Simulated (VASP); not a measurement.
**La: single point with BLYP**

The system is La.

```
CELL_PARAMETERS angstrom
4.01079 0.00000 0.00000
-2.00539 3.47344 0.00000
0.00000 0.00000 12.89403
ATOMIC_POSITIONS crystal
La 0.00000 0.00000 0.00000
La 0.00000 0.00000 0.50000
La 0.33333 0.66667 0.75000
La 0.66667 0.33333 0.25000
```

| Quantity | Value |
| --- | --- |
| Program | VASP 6.6.1 |
| Task | single point |
| Functional | BLYP |
| Potentials or basis | VASP PAW PBE potentials, release 64 (La) |
| Cutoff | 520 eV |
| k mesh | 12 × 12 × 4 |
| Occupations | fermi-dirac, width 0.1 eV |
| Spin | no spin polarisation |

```yaml
Pressure: -2.4 GPa
Band_gap_on_the_k_mesh: zero (bands 22 and 23 overlap by 0.84 eV)
```

Levels at points of the mesh, in eV from the Fermi level:
```tsv
k point	band 18	band 19	band 20	band 21	band 22	band 23	band 24	band 25	band 26	band 27
(0.00, 0.00, 0.00)	-1.96	-1.95	-1.51	0.38	0.48	0.94	0.97	1.00	1.12	1.15
(0.50, 0.00, 0.00)	-1.49	-1.18	-0.86	-0.48	-0.28	-0.12	0.37	0.61	1.04	1.06
(0.00, 0.00, 0.50)	-2.77	-1.53	-1.53	0.67	0.67	0.84	0.84	1.08	1.08	1.14
(0.50, 0.00, 0.50)	-1.25	-1.22	-1.22	-0.76	-0.76	0.56	0.56	0.89	0.89	1.12
```

Run time: 4.1 min on 1 thread of AMD EPYC 9R45 96-Core Processor (Zen 5), on a shared host, peak memory 0.41 GiB.

Caveat: the PAW data sets were made with another functional, which shifts forces and pressure a little; spin-orbit coupling is left out, which moves the levels of the heavy elements.
